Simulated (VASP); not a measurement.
Write the native input for VASP 6.6.1 that does the following.

* Task: single point
* Functional: r2SCANh
* Dispersion: D4
* Potentials or basis: VASP PAW PBE potentials, release 64 (Zn)
* Cutoff: 440 eV
* k mesh: 8 × 8 × 8
* Occupations: gaussian, width 0.02 eV
* Spin: no spin polarisation
* Dipole correction: no
* Grid for exact exchange (PRECFOCK): Normal
* Further INCAR settings: ALGO = Normal; EDIFF = 1e-06; NBANDS = 12
* Share of exact exchange: 0.1

Zn:

```
Zn
1.0
     0.00000    1.93822    1.93822
     1.93822    0.00000    1.93822
     1.93822    1.93822    0.00000
Zn
1
Direct
  0.00000 0.00000 0.00000
```

This isn't the form of Zn at room conditions, which is hcp.

The input as run:

POSCAR

```
Zn
1.0
    0.0000000000      1.9382217178      1.9382217178
    1.9382217178      0.0000000000      1.9382217178
    1.9382217178      1.9382217178      0.0000000000
Zn
1
Direct
    0.0000000000      0.0000000000      0.0000000000
```

INCAR.step1

```
ALGO = Normal
EDIFF = 1E-5
ENCUT = 440
GGA = PE
GGA_COMPAT = False
ISIF = 2
ISMEAR = 0
LASPH = True
LREAL = False
LWAVE = True
NBANDS = 12
NELM = 120
PREC = Accurate
SIGMA = 0.02
```

INCAR.step2

```
AEXX = 0.1
ALGO = Normal
EDIFF = 1E-6
ENCUT = 440
GGA_COMPAT = False
ISIF = 2
ISMEAR = 0
ISTART = 1
IVDW = 13
LASPH = True
LCHARG = True
LELF = True
LHFCALC = True
LMIXTAU = True
LREAL = False
LVHAR = True
LWAVE = False
METAGGA = R2SCAN
NBANDS = 12
NELM = 120
PREC = Accurate
PRECFOCK = Normal
SIGMA = 0.02
VDW_A1 = 0.4944
VDW_A2 = 5.9019
VDW_S6 = 1.0
VDW_S8 = 0.8324
```

KPOINTS

```
k-points
0
Gamma
  8 8 8
```

Potentials or basis: VASP PAW PBE potentials, release 64 (Zn).

Launch:

```sh
$ cat potpaw_PBE.64/Zn/POTCAR > POTCAR
$ cp INCAR.step1 INCAR
$ mpirun -np 1 vasp_std > vasp.out
$ cp INCAR.step2 INCAR
$ mpirun -np 1 vasp_std > vasp.out
```

It gave:

The pressure is -2.1 GPa. The band gap on the k mesh is zero (bands 6 and 7 overlap by 3.94 eV). The dispersion energy per atom is -0.135 eV.

Caveat: the PAW data sets were made with another functional, which shifts forces and pressure a little.

It took 34 min on 1 thread of Intel(R) Xeon(R) Platinum 8488C (Sapphire Rapids), with other jobs on the host, peak memory 0.14 GiB.
